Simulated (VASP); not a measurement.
# Zr (Im-3m) in VASP: single point with r2SCAN

Aim: the single point of Zr with r2SCAN.

Everything below comes from runs of VASP 6.6.1. Logs are shortened: lines on timing, memory, paths and dates and some standing lists are left out, and cuts for length are marked.

## Step 1: The cell of the first run

Symmetry: Im-3m, No. 229, cubic system. Conventional cell: a = 3.620 Å, b = 3.620 Å, c = 3.620 Å, α = 90.00°, β = 90.00°, γ = 90.00°. Zr (site symmetry m-3m) has 14 Zr at 3.14 to 3.62 Å within 4.1 Å.

## Step 2: Single point, r2SCAN

POSCAR reads:

```
Zr
1.0
   -1.8100000000      1.8100000000      1.8100000000
    1.8100000000     -1.8100000000      1.8100000000
    1.8100000000      1.8100000000     -1.8100000000
Zr
1
Direct
    0.0000000000      0.0000000000      0.0000000000
```

INCAR.step1 reads:

```
SYSTEM = Zr
PREC = Accurate
ENCUT = 550
ISMEAR = 0
SIGMA = 0.1
LREAL = .False.
LASPH = .True.
NELM = 120
NBANDS = 12
GGA = PE
ALGO = Normal
EDIFF = 1E-5
LWAVE = .True.
LCHARG = .False.
GGA_COMPAT = .False.
```

INCAR.step2 reads:

```
SYSTEM = Zr
PREC = Accurate
ENCUT = 550
EDIFF = 1E-6
ISMEAR = 0
SIGMA = 0.1
LREAL = .False.
LASPH = .True.
NELM = 120
ALGO = Normal
ISIF = 2
LWAVE = .False.
LCHARG = .False.
METAGGA = R2SCAN
LMIXTAU = .True.
NBANDS = 12
ISTART = 1
GGA_COMPAT = .False.
```

KPOINTS reads:

```
regular mesh
0
Gamma
  8 8 8
  0 0 0
```

Potentials or basis: VASP PAW PBE potentials, release 64 (Zr_sv).

The run is started by

```bash
cat potpaw_PBE.64/Zr_sv/POTCAR > POTCAR
cp INCAR.step1 INCAR
mpirun -np 1 vasp_std > vasp.out
cp INCAR.step2 INCAR
mpirun -np 1 vasp_std > vasp.out
```

OUTCAR:

```text
SYSTEM = Zr
   PREC = Accurate
   ENCUT = 550
   EDIFF = 1E-6
   ISMEAR = 0
   LREAL = .False.
   LASPH = .True.
   NELM = 120
   ISIF = 2
   METAGGA = R2SCAN
   ISTART = 1

 ion  position               nearest neighbor table
   1  0.000  0.000  0.000-

  LATTYP: Found a body centered cubic cell.
 ALAT       =     3.6200000000

  Lattice vectors:

 A1 = (  -1.8100000000,   1.8100000000,   1.8100000000)
 A2 = (   1.8100000000,  -1.8100000000,   1.8100000000)
 A3 = (   1.8100000000,   1.8100000000,  -1.8100000000)

Analysis of symmetry for initial positions (statically):
=====================================================================
 Subroutine PRICEL returns:
 Original cell was already a primitive cell.

 Routine SETGRP: Setting up the symmetry group for a
 body centered cubic supercell.

 Subroutine GETGRP returns: Found 48 space group operations
 (whereof 48 operations were pure point group operations)
 out of a pool of 48 trial point group operations.

The static configuration has the point symmetry O_h .

Analysis of symmetry for dynamics (positions and initial velocities):
=====================================================================
 Subroutine PRICEL returns:
 Original cell was already a primitive cell.

 Routine SETGRP: Setting up the symmetry group for a
 body centered cubic supercell.

 Subroutine GETGRP returns: Found 48 space group operations
 (whereof 48 operations were pure point group operations)
 out of a pool of 48 trial point group operations.

The dynamic configuration has the point symmetry O_h .

 Subroutine INISYM returns: Found 48 space group operations
 (whereof 48 operations are pure point group operations),
 and found     1 'primitive' translations

----------------------------------------------------------------------------------------

                                     Primitive cell

  volume of cell :      23.7190

  direct lattice vectors                    reciprocal lattice vectors
    -1.810000000  1.810000000  1.810000000     0.000000000  0.276243094  0.276243094
     1.810000000 -1.810000000  1.810000000     0.276243094  0.000000000  0.276243094
     1.810000000  1.810000000 -1.810000000     0.276243094  0.276243094  0.000000000

  length of vectors
     3.135011962  3.135011962  3.135011962     0.390666730  0.390666730  0.390666730

  position of ions in fractional coordinates (direct lattice)
     0.000000000  0.000000000  0.000000000

  ion indices of the primitive-cell ions
   primitive index   ion index
                 1           1

----------------------------------------------------------------------------------------

 KPOINTS: regular mesh

Automatic generation of k-mesh.
 Grid dimensions read from file:
 generate k-points for:    8    8    8

 Generating k-lattice:

  Cartesian coordinates                     Fractional coordinates (reciprocal lattice)
     0.000000000  0.034530387  0.034530387     0.125000000  0.000000000  0.000000000
     0.034530387  0.000000000  0.034530387     0.000000000  0.125000000  0.000000000
     0.034530387  0.034530387  0.000000000     0.000000000  0.000000000  0.125000000

  Length of vectors
     0.048833341  0.048833341  0.048833341

  Shift w.r.t. Gamma in fractional coordinates (k-lattice)
     0.000000000  0.000000000  0.000000000

 Subroutine IBZKPT returns following result:
 ===========================================

 Found     29 irreducible k-points:

 Following reciprocal coordinates:
            Coordinates               Weight
  0.000000  0.000000  0.000000      1.000000
  0.125000  0.000000  0.000000     12.000000
  0.250000  0.000000  0.000000     12.000000
  0.375000  0.000000  0.000000     12.000000
  0.500000  0.000000  0.000000      6.000000
  0.125000  0.125000  0.000000     24.000000
[... 16 lines left out ...]
 -0.250000  0.250000  0.250000      6.000000
 -0.375000  0.375000  0.250000     24.000000
 [... further k-points ...]
   k-points           NKPTS =     29   k-points in BZ     NKDIM =     29   number of bands    NBANDS=     12
   number of dos      NEDOS =    301   number of ions     NIONS =      1
   total plane-waves  NPLWV =  13824
   dimension x,y,z NGX =    24 NGY =   24 NGZ =   24
   dimension x,y,z NGXF=    48 NGYF=   48 NGZF=   48
   ions per type =               1
   NGX,Y,Z   is equivalent  to a cutoff of  12.73, 12.73, 12.73 a.u.
   NGXF,Y,Z  is equivalent  to a cutoff of  25.45, 25.45, 25.45 a.u.
 SYSTEM =  Zr
   PREC   = accura    normal or accurate (medium, high low for compatibility)
   ISTART =      1    job   : 0-new  1-cont  2-samecut
   ICHARG =      0    charge: 1-file 2-atom 10-const
   ISPIN  =      1    spin polarized calculation?
   LNONCOLLINEAR =      F non collinear calculations
   LSORBIT =      F    spin-orbit coupling
   LASPH  =      T    aspherical Exc in radial PAW
   ENCUT  =  550.0 eV  40.42 Ry    6.36 a.u.   5.99  5.99  5.99*2*pi/ulx,y,z
   NELM   =    120;   NELMIN=  2; NELMDL=  0     # of ELM steps
   EDIFF  = 0.1E-05   stopping-criterion for ELM
   LREAL  =      F    real-space projection
   EDIFFG = 0.1E-04   stopping-criterion for IOM
   NSW    =      0    number of steps for IOM
   IBRION =     -1    ionic relax: 0-MD 1-quasi-New 2-CG
   NFREE  =      0    steps in history (QN), initial steepest desc. (CG)
   ISIF   =      2    stress and relaxation
   ISYM   =      2    0-nonsym 1-usesym 2-fastsym
   POTIM  = 0.5000    time-step for ionic-motion
   TEBEG  =    0.0;   TEEND  =   0.0 temperature during run
   PSTRESS=    0.0 pullay stress
   NELECT =      12.0000    total number of electrons
   NUPDOWN=      -1.0000    fix difference up-down
   EMIN   =  10.00;   EMAX   =-10.00  energy-range for DOS
   EFERMI =   0.00;   METHOD = LEGACY
   ISMEAR =     0;   SIGMA  =   0.10  broadening in eV -4-tet -1-fermi 0-gaus
   EFERMI_NEDOS =   21; number of points for ismear=-14 and -15
   IALGO  =     38    algorithm
   IMIX   =      4    mixing-type and parameters
     AMIX     =   0.40;   BMIX     =  1.00
     AMIX_MAG =   1.60;   BMIX_MAG =  1.00
  volume/ion in A,a.u.               =      23.72       160.06
  Fermi-wavevector in a.u.,A,eV,Ry     =   1.304478  2.465105 23.152520  1.701662
  Thomas-Fermi vector in A             =   2.435411
   LORBIT       =      0    0 simple, 1 ext, 2 COOP (PROOUT), +10 PAW based schemes
   METAGGA = R2SCAN    functional components
   LHFCALC =     F    Hartree Fock is set to
   AEXX    =    0.0000 exact exchange contribution
   IVDW    =     0    specifies the selected vdW correction
   LEPSILON=     F    determine dielectric tensor
   LRPA    =     F    only Hartree local field effects (RPA)
 non-spin polarized calculation
 Gauss-broadening in eV      SIGMA  =   0.10
  energy-cutoff  :      550.00
  volume of cell :       23.72
 maximum number of plane-waves:       706
   NGX = 11   NGY = 11   NGZ = 11

 number of electron      12.0000000 magnetization

 Free energy of the ion-electron system (eV)
  ---------------------------------------------------
  ext. energy  EPLUGINS =         0.00000000
  ---------------------------------------------------
  free energy    TOTEN  =       -22.62900931 eV

  energy without entropy =      -22.61872969  energy(sigma->0) =      -22.62386950

 E-fermi :   8.5199     XC(G=0): -11.8722

 val. band max:        8.5146964408   @ k =  -0.3750   0.3750   0.1250
 cond. band min:       8.5431366079   @ k =   0.2500   0.2500   0.0000
 fundamental gap:      0.0284401671
 Fermi energy:         8.5198681320

 k-point     1 :       0.0000    0.0000    0.0000
  band No.  band energies     occupation
      1     -41.7304      2.00000
      2     -18.5540      2.00000
      3     -18.5540      2.00000
      4     -18.5540      2.00000
      5       2.8447      2.00000
      6       9.8279      0.00000
      7       9.8279      0.00000
      8       9.8279      0.00000
      9      12.2977      0.00000
     10      12.2977      0.00000
     11      21.3917      0.00000
     12      21.3917      0.00000

 k-point     2 :       0.1250    0.0000    0.0000
  band No.  band energies     occupation
      1     -41.7086      2.00000
      2     -18.7023      2.00000
      3     -18.5987      2.00000
      4     -18.5552      2.00000
      5       3.3747      2.00000
      6       9.4808      0.00000
      7       9.6478      0.00000
      8      10.3398      0.00000
      9      11.8808      0.00000
     10      12.3006      0.00000
     11      21.7769      0.00000
     12      22.3547      0.00000

 k-point     3 :       0.2500    0.0000    0.0000
  band No.  band energies     occupation
      1     -41.6556      2.00000
      2     -19.0472      2.00000
      3     -18.7050      2.00000
      4     -18.5581      2.00000
      5       4.6557      2.00000
      6       8.7691      0.00042
      7       9.0016      0.00000
      8      11.7809      0.00000
      9      11.8568      0.00000
     10      12.4231      0.00000
     11      21.4218      0.00000
     12      22.6560      0.00000

 k-point     4 :       0.3750    0.0000    0.0000
  band No.  band energies     occupation
      1     -41.6020      2.00000
      2     -19.3758      2.00000
      3     -18.8089      2.00000
      4     -18.5612      2.00000
      5       5.5765      2.00000
      6       8.1774      2.00000
      7       9.1715      0.00000
      8      12.2472      0.00000
      9      12.7481      0.00000
     10      13.7668      0.00000
     11      19.7115      0.00000
     12      20.3547      0.00000

 k-point     5 :       0.5000    0.0000    0.0000
  band No.  band energies     occupation
      1     -41.5796      2.00000
      2     -19.5076      2.00000
      3     -18.8514      2.00000
      4     -18.5625      2.00000
      5       5.6671      2.00000
      6       7.9573      2.00000
      7       9.9310      0.00000
      8      12.3133      0.00000
      9      12.9740      0.00000
     10      14.9800      0.00000
     11      18.8743      0.00000
     12      19.1307      0.00000
[... 228 lines left out ...]
      1     -41.5400      2.00000
      2     -19.2378      2.00000
      3     -19.2378      2.00000
      4     -18.7332      2.00000
      5       7.5277      2.00000
      6       7.5277      2.00000
      7       8.0678      2.00000
      8      12.6057      0.00000
      9      12.6057      0.00000
     10      17.6710      0.00000
     11      18.4264      0.00000
     12      18.4264      0.00000

 k-point    22 :       0.2500    0.2500    0.2500
  band No.  band energies     occupation
      1     -41.5679      2.00000
      2     -19.0333      2.00000
      3     -19.0333      2.00000
      4     -19.0333      2.00000
      5       7.9427      2.00000
      6       7.9427      2.00000
      7       7.9427      2.00000
      8      13.0993      0.00000
      9      13.0993      0.00000
     10      16.5142      0.00000
     11      19.1323      0.00000
     12      19.1323      0.00000

 k-point    23 :      -0.2500    0.2500    0.2500
  band No.  band energies     occupation
      1     -41.5917      2.00000
      2     -19.0673      2.00000
      3     -18.8702      2.00000
      4     -18.8702      2.00000
      5       6.0441      2.00000
      6       8.2829      1.99920
      7      10.1211      0.00000
      8      10.1211      0.00000
      9      11.6803      0.00000
     10      13.3145      0.00000
     11      21.4833      0.00000
     12      24.5049      0.00000

 k-point    24 :      -0.3750    0.3750    0.2500
  band No.  band energies     occupation
      1     -41.5461      2.00000
      2     -19.2592      2.00000
      3     -18.9837      2.00000
      4     -18.9001      2.00000
      5       6.6930      2.00000
      6       7.3776      2.00000
      7      10.1294      0.00000
      8      10.7102      0.00000
      9      13.3154      0.00000
     10      13.8225      0.00000
     11      20.6086      0.00000
     12      22.1605      0.00000

 [... further k-points ...]

------------------------ aborting loop because EDIFF is reached ----------------------------------------

  FORCE on cell =-STRESS in cart. coord.  units (eV):
  Direction    XX          YY          ZZ          XY          YZ          ZX
  --------------------------------------------------------------------------------------
  -------------------------------------------------------------------------------------
  Total       -0.3423917     -0.3423917     -0.3423917      0.0000000     -0.0000000      0.0000000
  in kB      -23.1279980    -23.1279980    -23.1279980      0.0000000     -0.0000000      0.0000000
  external PRESSURE =     -23.1279980 kB  Pullay stress =       0.0000000 kB

 VOLUME and BASIS-vectors are now :
 -----------------------------------------------------------------------------
  energy-cutoff  :      550.00
  volume of cell :       23.72
      direct lattice vectors                 reciprocal lattice vectors
    -1.810000000  1.810000000  1.810000000     0.000000000  0.276243094  0.276243094
     1.810000000 -1.810000000  1.810000000     0.276243094  0.000000000  0.276243094
     1.810000000  1.810000000 -1.810000000     0.276243094  0.276243094  0.000000000

 POSITION                                       TOTAL-FORCE (eV/Angst)
 -----------------------------------------------------------------------------------
      0.00000      0.00000      0.00000         0.000000      0.000000      0.000000
 -----------------------------------------------------------------------------------
    total drift:                                0.000000      0.000000      0.000000

  FREE ENERGIE OF THE ION-ELECTRON SYSTEM (eV)
  ---------------------------------------------------
  free  energy   TOTEN  =       -22.6290093110 eV

  energy  without entropy=      -22.6187296931  energy(sigma->0) =      -22.62386950
```

It took 46 s on 1 thread of Intel Xeon 8259CL, shared host; peak memory 0.14 GiB.

What came out:

| Property | Result |
| --- | --- |
| Free energy | -22.6290 eV |
| Pressure | -2.3 GPa |
| Band gap on the k mesh | zero (band 6 reaches 9.83 eV, above the bottom of band 7 at 7.94 eV) |

Levels at points of the mesh, in eV from the Fermi level:
```
           k point  band 2  band 3  band 4  band 5  band 6  band 7  band 8  band 9  band 10  band 11
(0.00, 0.00, 0.00)  -27.07  -27.07  -27.07   -5.68    1.31    1.31    1.31    3.78     3.78    12.87
(0.50, 0.00, 0.00)  -28.03  -27.37  -27.08   -2.85   -0.56    1.41    3.79    4.45     6.46    10.35
(0.50, 0.50, 0.50)  -27.72  -27.72  -27.72   -2.62   -2.62    5.79    5.79    5.79     7.65     7.65
```

Caveat: the PAW data sets were made with another functional, which shifts forces and pressure a little.
